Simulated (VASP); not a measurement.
# AlNi (Pm-3m) in VASP: further runs

Aim: see how the results for AlNi move with the level of theory and the settings. Levels: PBEsol, LDA. Tasks: single point.

All numbers are computed with VASP 6.6.1; they aren't measurements. Logs are shortened: lines on timing, memory, paths and dates and some standing lists are left out, and cuts for length are marked.

### 1 The cell of the first run

Symmetry: Pm-3m, No. 221, cubic system. Conventional cell: a = 2.842 Å, b = 2.842 Å, c = 2.842 Å, α = 90.00°, β = 90.00°, γ = 90.00°. Ni (site symmetry m-3m) has 8 Al at 2.46 Å and 6 Ni at 2.84 Å within 3.2 Å. Within 3.2 Å of Al (site symmetry m-3m) lie 8 Ni at 2.46 Å and 6 Al at 2.84 Å.

### 2 Single point, PBEsol, collinear spin, ferromagnetic start (11.48 Å³/atom)

Input file INCAR:

```
SYSTEM = AlNi
PREC = Accurate
ENCUT = 520
EDIFF = 1E-6
ISMEAR = -1
SIGMA = 0.05
LREAL = .FALSE.
LASPH = .TRUE.
NELM = 150
ALGO = Fast
ISIF = 2
LWAVE = .FALSE.
LCHARG = .FALSE.
ISPIN = 2
MAGMOM = 1 0
LORBIT = 11
LMAXMIX = 4
GGA = PS
NBANDS = 18
```

Input file KPOINTS:

```
regular mesh
0
G
  9 9 9
  0 0 0
```

Input file POSCAR:

```
AlNi
1.0
    2.8420627945      0.0000000000      0.0000000000
    0.0000000000      2.8420627945      0.0000000000
    0.0000000000      0.0000000000      2.8420627945
Ni Al
1 1
Direct
    0.5000000000      0.5000000000      0.5000000000
    0.0000000000      0.0000000000      0.0000000000
```

Potentials or basis: VASP PAW PBE potentials, release 64 (Ni, Al).

On the command line:

```sh
$ cat potpaw_PBE.64/Ni/POTCAR potpaw_PBE.64/Al/POTCAR > POTCAR
$ mpirun -np 1 vasp_std > vasp.out
```

OUTCAR:

```text
SYSTEM = AlNi
   PREC = Accurate
   ENCUT = 520
   EDIFF = 1E-6
   ISMEAR = -1
   LREAL = .FALSE.
   LASPH = .TRUE.
   NELM = 150
   ISIF = 2
   ISPIN = 2
   LORBIT = 11
   GGA = PS

 ion  position               nearest neighbor table
   1  0.500  0.500  0.500-   2 2.46   2 2.46   2 2.46   2 2.46   2 2.46   2 2.46   2 2.46   2 2.46

   2  0.000  0.000  0.000-   1 2.46   1 2.46   1 2.46   1 2.46   1 2.46   1 2.46   1 2.46   1 2.46

  LATTYP: Found a simple cubic cell.
 ALAT       =     2.8420627945

  Lattice vectors:

 A1 = (   2.8420627945,   0.0000000000,   0.0000000000)
 A2 = (   0.0000000000,   2.8420627945,   0.0000000000)
 A3 = (   0.0000000000,   0.0000000000,   2.8420627945)

Analysis of symmetry for initial positions (statically):
=====================================================================
 Subroutine PRICEL returns:
 Original cell was already a primitive cell.

 Routine SETGRP: Setting up the symmetry group for a
 simple cubic supercell.

 Subroutine GETGRP returns: Found 48 space group operations
 (whereof 48 operations were pure point group operations)
 out of a pool of 48 trial point group operations.

The static configuration has the point symmetry O_h .

Analysis of symmetry for dynamics (positions and initial velocities):
=====================================================================
 Subroutine PRICEL returns:
 Original cell was already a primitive cell.

 Routine SETGRP: Setting up the symmetry group for a
 simple cubic supercell.

 Subroutine GETGRP returns: Found 48 space group operations
 (whereof 48 operations were pure point group operations)
 out of a pool of 48 trial point group operations.

The dynamic configuration has the point symmetry O_h .

Analysis of structural, dynamic, and magnetic symmetry:
=====================================================================
 Subroutine PRICEL returns:
 Original cell was already a primitive cell.

 Routine SETGRP: Setting up the symmetry group for a
 simple cubic supercell.

 Subroutine GETGRP returns: Found 48 space group operations
 (whereof 48 operations were pure point group operations)
 out of a pool of 48 trial point group operations.

The overall configuration has the point symmetry O_h .

 Subroutine INISYM returns: Found 48 space group operations
 (whereof 48 operations are pure point group operations),
 and found     1 'primitive' translations

----------------------------------------------------------------------------------------

[... 116 lines left out ...]
   LORBIT       =     11    0 simple, 1 ext, 2 COOP (PROOUT), +10 PAW based schemes
   GGA     = PS    functional components
   LHFCALC =     F    Hartree Fock is set to
   AEXX    =    0.0000 exact exchange contribution
   IVDW    =     0    specifies the selected vdW correction
   LEPSILON=     F    determine dielectric tensor
   LRPA    =     F    only Hartree local field effects (RPA)
 spin polarized calculation
 RMM-DIIS sequential band-by-band and
  energy-cutoff  :      520.00
  volume of cell :       22.96
 maximum number of plane-waves:       635
 NGX is ok and might be reduce to    24
   NGX = 11   NGY = 11   NGZ = 11

 number of electron      13.0000000 magnetization       0.0020303

 number of electron      13.0000000 magnetization      -0.0003672

 Free energy of the ion-electron system (eV)
  ---------------------------------------------------
  ext. energy  EPLUGINS =         0.00000000
  ---------------------------------------------------
  free energy    TOTEN  =       -11.57998567 eV

  energy without entropy =      -11.57382162  energy(sigma->0) =      -11.57690364

 E-fermi :  10.4594     XC(G=0): -12.3663

 val. band max:       10.3940969248   @ k =   0.3333   0.1111   0.0000
 cond. band min:      10.5139544217   @ k =   0.3333   0.1111   0.1111
 fundamental gap:      0.1198574970
 Fermi energy:        10.4593852388

 spin component 1

 k-point     1 :       0.0000    0.0000    0.0000
  band No.  band energies     occupation
      1      -0.9883      1.00000
      2       6.9956      1.00000
      3       6.9956      1.00000
      4       8.8047      1.00000
      5       8.8047      1.00000
      6       8.8047      1.00000
[... 493 lines left out ...]
     17      33.5384      0.00000
     18      37.5522      0.00000

 [... further k-points ...]

 spin component 2

 k-point     1 :       0.0000    0.0000    0.0000
  band No.  band energies     occupation
      1      -0.9883      1.00000
      2       6.9954      1.00000
      3       6.9954      1.00000
      4       8.8044      1.00000
      5       8.8044      1.00000
      6       8.8044      1.00000
[... 493 lines left out ...]
     17      33.5384      0.00000
     18      37.5550      0.00000

 [... further k-points ...]

------------------------ aborting loop because EDIFF is reached ----------------------------------------

  FORCE on cell =-STRESS in cart. coord.  units (eV):
  Direction    XX          YY          ZZ          XY          YZ          ZX
  --------------------------------------------------------------------------------------
  -------------------------------------------------------------------------------------
  Total        0.5653660      0.5653660      0.5653660      0.0000000     -0.0000000      0.0000000
  in kB       39.4583789     39.4583789     39.4583789      0.0000000     -0.0000000      0.0000000
  external PRESSURE =      39.4583789 kB  Pullay stress =       0.0000000 kB

 VOLUME and BASIS-vectors are now :
 -----------------------------------------------------------------------------
  energy-cutoff  :      520.00
  volume of cell :       22.96
      direct lattice vectors                 reciprocal lattice vectors
     2.842062794  0.000000000  0.000000000     0.351857110  0.000000000  0.000000000
     0.000000000  2.842062794  0.000000000     0.000000000  0.351857110  0.000000000
     0.000000000  0.000000000  2.842062794     0.000000000  0.000000000  0.351857110

 POSITION                                       TOTAL-FORCE (eV/Angst)
 -----------------------------------------------------------------------------------
      1.42103      1.42103      1.42103         0.000000      0.000000      0.000000
      0.00000      0.00000      0.00000         0.000000      0.000000      0.000000
 -----------------------------------------------------------------------------------
    total drift:                                0.000000      0.000000     -0.000000

  FREE ENERGIE OF THE ION-ELECTRON SYSTEM (eV)
  ---------------------------------------------------
  free  energy   TOTEN  =       -11.5799856675 eV

  energy  without entropy=      -11.5738216160  energy(sigma->0) =      -11.57690364

 total charge

# of ion       s       p       d       tot
------------------------------------------
    1        0.497   0.559   8.495   9.551
    2        0.387   0.431   0.000   0.817
--------------------------------------------------
tot          0.884   0.989   8.495  10.368

 magnetization (x)

# of ion       s       p       d       tot
------------------------------------------
    1       -0.000  -0.000  -0.000  -0.000
    2       -0.000   0.000   0.000   0.000
--------------------------------------------------
tot         -0.000   0.000  -0.000  -0.000
```

OSZICAR:

```text
N       E                     dE             d eps       ncg     rms          rms(c)
DAV:   1     0.460527876621E+02    0.46053E+02   -0.52367E+03  2592   0.804E+02
DAV:   2    -0.104660145407E+02   -0.56519E+02   -0.49777E+02  2822   0.166E+02
DAV:   3    -0.131724767411E+02   -0.27065E+01   -0.26649E+01  2920   0.372E+01
DAV:   4    -0.132069551140E+02   -0.34478E-01   -0.34451E-01  3016   0.373E+00
DAV:   5    -0.132077035525E+02   -0.74844E-03   -0.74838E-03  2988   0.600E-01    0.135E+01
RMM:   6    -0.152765321214E+02   -0.20688E+01   -0.10847E+01  3217   0.330E+01    0.176E+01
RMM:   7    -0.115941028149E+02    0.36824E+01   -0.26708E+00  3027   0.156E+01    0.156E+00
RMM:   8    -0.115914696797E+02    0.26331E-02   -0.69599E-02  2905   0.232E+00    0.808E-01
RMM:   9    -0.115818135015E+02    0.96562E-02   -0.14303E-02  3090   0.723E-01    0.626E-01
RMM:  10    -0.115799739331E+02    0.18396E-02   -0.26185E-03  3479   0.473E-01    0.157E-01
RMM:  11    -0.115799870352E+02   -0.13102E-04   -0.42191E-04  3488   0.131E-01    0.110E-01
RMM:  12    -0.115799864303E+02    0.60495E-06   -0.10470E-04  3890   0.664E-02    0.676E-02
RMM:  13    -0.115799870621E+02   -0.63180E-06   -0.22596E-05  3520   0.297E-02    0.177E-02
RMM:  14    -0.115799853929E+02    0.16692E-05   -0.62798E-06  3358   0.208E-02    0.620E-03
RMM:  15    -0.115799856675E+02   -0.27464E-06   -0.20094E-06  2439   0.782E-03
   1 F= -.11579986E+02 E0= -.11576904E+02  d E =-.616405E-02  mag=     0.0002
```

stdout:

```text
POSCAR found type information on POSCAR NiAl
 POSCAR found :  2 types and       2 ions
 scaLAPACK will be used
 -----------------------------------------------------------------------------
|                                                                             |
|                                                                             |
|     You enforced a specific xc type in the INCAR file but a different       |
|     I HOPE YOU KNOW WHAT YOU ARE DOING!                                     |
|                                                                             |
 -----------------------------------------------------------------------------

 LDA part: xc-table for (Slater+PW92), standard interpolation
 POSCAR, INCAR and KPOINTS ok, starting setup
 FFT: planning ... GRIDC
 FFT: planning ... GRID_SOFT
 FFT: planning ... GRID
 WAVECAR not read
 entering main loop
WARNING in EDDRMM: call to ZHEGV failed, returncode =   8  4     16
```

Wall time 20 s (1 thread of Intel Xeon Platinum 8488C (Sapphire Rapids), shared host); peak memory 0.16 GiB.

Results:

```yaml
Free_energy: -11.5800 eV
Pressure: 3.9 GPa
Net_moment: 0.00 μB per cell
Valence_electrons_inside_the_program's_atomic_spheres: Ni 9.55; Al 0.82
```

Levels at points of the mesh, in eV from the Fermi level:
Spin up:
```tsv
k point	band 4	band 5	band 6	band 7	band 8	band 9
(0.00, 0.00, 0.00)	-1.65	-1.65	-1.65	5.66	5.66	5.66
```
Spin down:
```
           k point  band 4  band 5  band 6  band 7  band 8  band 9
(0.00, 0.00, 0.00)   -1.65   -1.65   -1.65    5.66    5.66    5.66
```

Caveat: the cell stands under pressure; the PAW data sets were made with another functional, which shifts forces and pressure a little.

(Part 1 of 2 ends here.)
